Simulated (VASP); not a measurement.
TiO2 (Anatase):

```
Ti O
1.0
    -1.89210    1.89210    4.75730
     1.89210   -1.89210    4.75730
     1.89210    1.89210   -4.75730
Ti O
2 4
Direct
  0.00000 0.00000 0.00000
  0.75000 0.25000 0.50000
  0.20810 0.20810 0.00000
  0.95810 0.45810 0.50000
  0.54190 0.04190 0.50000
  0.79190 0.79190 0.00000
```

Base run:

| Quantity | Value |
| --- | --- |
| Program | VASP 6.6.1 |
| Functional | BLYP |
| Potentials or basis | VASP PAW PBE potentials, release 64 (Ti_sv, O) |
| Cutoff | 520 eV |
| k mesh | 8 × 8 × 8 |
| Occupations | gaussian, width 0.01 eV |
| Spin | no spin polarisation |

Its results: band gap on the k mesh 2.13 eV, indirect (least direct gap 2.44 eV); pressure 11.2 GPa; largest force 0.220 eV/Å.

Task: The run is repeated on the same cell with these changes: functional from BLYP to RPBE. What comes out?

Result: Band gap on the k mesh 2.19 eV, indirect (least direct gap 2.48 eV); pressure 10.4 GPa; largest force 0.191 eV/Å.

Caveats: the PAW data sets were made with another functional, which shifts forces and pressure a little.

A k mesh can miss the band edges.
